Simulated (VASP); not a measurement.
A run of VASP 6.6.1:

File INCAR:

```
SYSTEM = MgO2
PREC = Accurate
ENCUT = 520
EDIFF = 1E-6
ISMEAR = 0
SIGMA = 0.05
LREAL = .False.
LASPH = .True.
NELM = 100
ALGO = Normal
ISIF = 2
LWAVE = .False.
LCHARG = .False.
GGA = PS
NBANDS = 14
```

KPOINTS

```
Automatic mesh
0
Gamma
  12 12 12
  0 0 0
```

Contents of POSCAR:

```
MgO2
1.0
    1.5405705754      0.8894488364      3.2144605649
   -1.5405705754      0.8894488364      3.2144605649
    0.0000000000     -1.7788976728      3.2144605649
Mg O
1 2
Direct
    0.0000000000      0.0000000000      0.0000000000
    0.4287860000      0.4287860000      0.4287860000
    0.5712140000      0.5712140000      0.5712140000
```

Potentials or basis: VASP PAW PBE potentials, release 64 (Mg, O).

The run is started by

```sh
$ cat potpaw_PBE.64/Mg/POTCAR potpaw_PBE.64/O/POTCAR > POTCAR
$ mpirun -np 1 vasp_std > vasp.out
```

Hardware: 1 thread of Intel(R) Xeon(R) 6975P-C (Granite Rapids), on a shared host.

Question: How long does it take, and how much memory?

Answer: Wall time 31 s on 1 thread of Intel(R) Xeon(R) 6975P-C (Granite Rapids) (shared host), peak memory 0.2 GiB. Counts: scf iterations 13, k points 189.
